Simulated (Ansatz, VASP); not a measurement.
**TiN: VASP beside Ansatz**

```
Ti N
1.0
     0.00000    2.24477    2.24477
     2.24477    0.00000    2.24477
     2.24477    2.24477    0.00000
Ti N
1 1
Cartesian
  2.2448 2.2448 2.2448
  0.0000 0.0000 0.0000
```

Alike in both runs: task single point; functional r2SCAN; k mesh 7 × 7 × 7; occupations gaussian, width 0.05 eV; collinear spin; Hubbard terms Ti d U = 2.5 eV.

```csv
,VASP,Ansatz
version,VASP 6.6.1,Ansatz 0.2.0
potentials or method,"VASP PAW PBE potentials, release 64 (Ti_sv, N), cutoff 660 eV","scalar-relativistic, plane waves, PAW"
valence electrons in the cell,17,17
```

VASP gave:

| Property | Result |
| --- | --- |
| gap on the k mesh at the Fermi level (eV) | none |
| net moment per atom (μB) | 0.05 |
| size of the moment on the site where the two differ most (μB) | 0.10 |

Question: What did Ansatz give for the same quantities?

Answer: gap on the k mesh at the Fermi level (eV): none; net moment per atom (μB): 0.36; size of the moment on the site where the two differ most (μB): 0.56.

The net moments are unlike, so the other rows may belong to different states. VASP's potentials were made for PBE, not for r2SCAN. Site moments also hang on the region over which each program counts them. The programs project onto different local orbitals, so the same U acts differently, and such runs can settle in different states. A gap of «none» marks a metal or a gap that the smearing closes. Ansatz's warnings: filled band counts differ across k points, stability check not made.
